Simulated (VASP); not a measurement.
A run of VASP 6.6.1:

INCAR

```
SYSTEM = H5C2O2
ALGO = Normal ; EDIFF = 1E-7
ENCUT = 520 ; GGA = PE
ISIF = 2 ; ISMEAR = -1
IVDW = 12 ; LASPH = .TRUE.
LCHARG = .FALSE. ; LREAL = Auto
LWAVE = .FALSE. ; NBANDS = 74
NELM = 100 ; PREC = Accurate
SIGMA = 0.05
```

KPOINTS

```
k-points
0
G
  1 1 1
  0 0 0
```

File POSCAR:

```
H5C2O2
1.0
    7.9370050000      0.0000000000      0.0000000000
    0.0000000000      7.9370050000      0.0000000000
    0.0000000000      0.0000000000      7.9370050000
C O H
8 8 20
Direct
    0.7418793361      0.3130147959     -0.0494519028
    0.8951991337      0.7563810279      0.5136824281
    0.4642179260      0.5046739923      0.5299858070
    0.1410733646      0.5964214461      1.0829021778
    0.1653646432      0.0642181780      0.9518199875
    0.5265588216      0.8544154880      0.1242030212
    0.2324428421      0.1818192127      0.5450418640
    0.7503964027      0.2503085232      0.5412117039
    0.6075969462      0.3102555687      0.0658560754
    1.0741709247      0.7387547318      0.5017761738
    0.5075466124      0.5240263802      0.6744609585
    0.1314727659      0.5169834213      1.2093352593
    0.1094493452      0.0514425782      1.0992559536
    0.5608664729      0.7212040310      0.0664734368
    0.0917222554      0.1824113756      0.6099278002
    0.6862412207      0.1240896283      0.6088694665
    0.7538233880      0.4405314095     -0.1006424968
    0.6092348436      0.4336774388      0.0993447780
    0.8550328493      0.3136951533      0.0207634996
    0.7399516568      0.1997226914     -0.1396244553
    0.8444369129      0.8439203453      0.5973789862
    1.0888364062      0.6905753493      0.3966231595
    0.8693329537      0.8014862029      0.3811765269
    0.8188353163      0.6451425947      0.5678464358
    0.4346097804      0.3718279124      0.5060347070
    0.4480027416      0.6022044839      0.4429630572
    0.0337280876      0.6703662150      1.0167563206
    0.2579184466      0.5601483179      1.0010073069
    0.1908402477      0.2016881683      0.9117166992
    0.1612321020     -0.0292679669      0.8474859220
    0.4949851991      0.9657043179      0.0513921813
    0.5230310426      0.8823479385      0.2641172583
    0.2347610969      0.2348240930      0.4198435052
    0.3394857380      0.1339296120      0.6242279046
    0.7684258735      0.3687159073      0.6324551893
    0.7888995912      0.2339673466      0.4141612611
```

Potentials or basis: VASP PAW PBE potentials, release 64 (C, O, H).

Launch:

```sh
$ cat potpaw_PBE.64/C/POTCAR potpaw_PBE.64/O/POTCAR potpaw_PBE.64/H/POTCAR > POTCAR
$ mpirun -np 1 vasp_gam > vasp.out
```

Hardware: 1 thread of AMD EPYC 9R45 96-Core Processor (Zen 5) (shared host).

Task: How long does it take, and how much memory?

Result: Run time: 38 s on 1 thread of AMD EPYC 9R45 96-Core Processor (Zen 5) (shared host), peak memory 0.41 GiB. Counts: scf iterations 19, k points 1.
